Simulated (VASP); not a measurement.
MoS2, a slab with vacuum:

```
Mo S
1.0
     3.18454    0.00000    0.00000
    -1.59227    2.75789    0.00000
     0.00000    0.00000   21.67054
Mo S
2 4
Direct
  0.66667 0.33333 0.14884
  0.33333 0.66667 0.85116
  0.33333 0.66667 0.22037
  0.66667 0.33333 0.77963
  0.66667 0.33333 0.92275
  0.33333 0.66667 0.07725
```

Base run:

- Program: VASP 6.6.1
- Functional: r2SCAN
- Potentials or basis: VASP PAW PBE potentials, release 64 (Mo_sv, S)
- Cutoff: 550 eV
- k mesh: 8 × 8 × 1
- Occupations: fermi-dirac, width 0.05 eV
- Spin: no spin polarisation

Its results: band gap on the k mesh 1.53 eV (least direct gap 2.07 eV); largest force 0.039 eV/Å.

Task: After a change of settings the same cell gave: band gap on the k mesh 1.82 eV (least direct gap 2.54 eV); largest force 0.009 eV/Å. Which change was it?
A. k mesh from 8 × 8 × 1 to 3 × 3 × 1
B. k mesh from 8 × 8 × 1 to 4 × 4 × 1
C. k mesh from 8 × 8 × 1 to 6 × 6 × 1

Result: B.

Caveats: some runs use coarse meshes; the PAW data sets were made with another functional, which shifts forces and pressure a little.
